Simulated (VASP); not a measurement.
Set up this calculation in VASP 6.6.1, as the native input.

- Task: single point
- Functional: PBE
- Potentials or basis: VASP PAW PBE potentials, release 64 (Zr_sv, O)
- Cutoff: 520 eV
- k mesh: 6 × 6 × 4
- Occupations: gaussian, width 0.1 eV
- Spin: no spin polarisation
- Dipole correction: no
- Further INCAR settings: ALGO = Normal; EDIFF = 1e-07; NBANDS = 30

The structure of ZrO5 lies in POSCAR:

```
ZrO5
1.0
    3.8291667988      0.0000000000      0.0000000000
   -1.9145833994      3.3161557231      0.0000000000
    0.0000000000      0.0000000000      4.9491230062
Zr O
1 5
Direct
    0.0000000000      0.0000000000      0.5000000000
    0.7619565770      0.0000000000      0.0000000000
    0.2380434230      0.2380434230      0.0000000000
    0.0000000000      0.7619565770      0.0000000000
    0.6666666667      0.3333333333      0.5000000000
    0.3333333333      0.6666666667      0.5000000000
```

The cell was built from a structure type or drawn by symmetry, and may not be a known phase.

The input as run:

INCAR

```
SYSTEM = ZrO5
  PREC = Accurate
  ENCUT = 520
  EDIFF = 1E-7
  ISMEAR = 0
  SIGMA = 0.1
  LREAL = .FALSE.
  LASPH = .TRUE.
  NELM = 80
  ALGO = Normal
  ISIF = 2
  LWAVE = .FALSE.
  LCHARG = .TRUE.
  GGA = PE
  LELF = .TRUE.
  LVHAR = .TRUE.
  NBANDS = 30
```

KPOINTS

```
Automatic mesh
0
G
  6 6 4
  0 0 0
```

Potentials or basis: VASP PAW PBE potentials, release 64 (Zr_sv, O).

Command:

```bash
$ cat potpaw_PBE.64/Zr_sv/POTCAR potpaw_PBE.64/O/POTCAR > POTCAR
$ mpirun -np 1 vasp_std > vasp.out
```

It gave:

* Pressure: 0.5 GPa
* Largest force: 0.252 eV/Å
* Band gap on the k mesh: zero (bands 21 and 22 overlap by 0.95 eV)

Run time: 59 s on 1 thread of Intel(R) Xeon(R) Platinum 8259CL CPU @ 2.50GHz (Skylake/Cascade Lake), with other jobs on the host, peak memory 0.19 GiB.
